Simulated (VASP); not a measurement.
A run of VASP 6.6.1:

The input INCAR:

```
PREC = Accurate
ENCUT = 520
EDIFF = 1E-6
ISMEAR = 0
SIGMA = 0.05
LREAL = F
LASPH = T
NELM = 80
ALGO = Normal
ISIF = 2
LWAVE = F
LCHARG = F
GGA = PE
NBANDS = 15
```

Contents of KPOINTS:

```
Automatic mesh
0
Gamma
  6 6 4
```

POSCAR

```
MgI2
1.0
    4.0918639477      0.0000000000      0.0000000000
   -2.0459319739      3.5436581276      0.0000000000
    0.0000000000      0.0000000000      7.5975677033
Mg I
1 2
Direct
    0.0000000000      0.0000000000      0.0000000000
    0.3333333333      0.6666666667      0.8012283115
    0.6666666667      0.3333333333      0.1987716885
```

Potentials or basis: VASP PAW PBE potentials, release 64 (Mg, I).

Command:

```sh
$ cat potpaw_PBE.64/Mg/POTCAR potpaw_PBE.64/I/POTCAR > POTCAR
$ mpirun -np 1 vasp_std > vasp.out
```

Hardware: 1 thread of Intel(R) Xeon(R) 6975P-C (Granite Rapids), on a shared host.

**Question.** Estimate the wall time of this run.

**Answer.** Run time: 14 s on 1 thread of Intel(R) Xeon(R) 6975P-C (Granite Rapids), on a shared host, peak memory 0.22 GiB. Counts: scf iterations 12, k points 24.
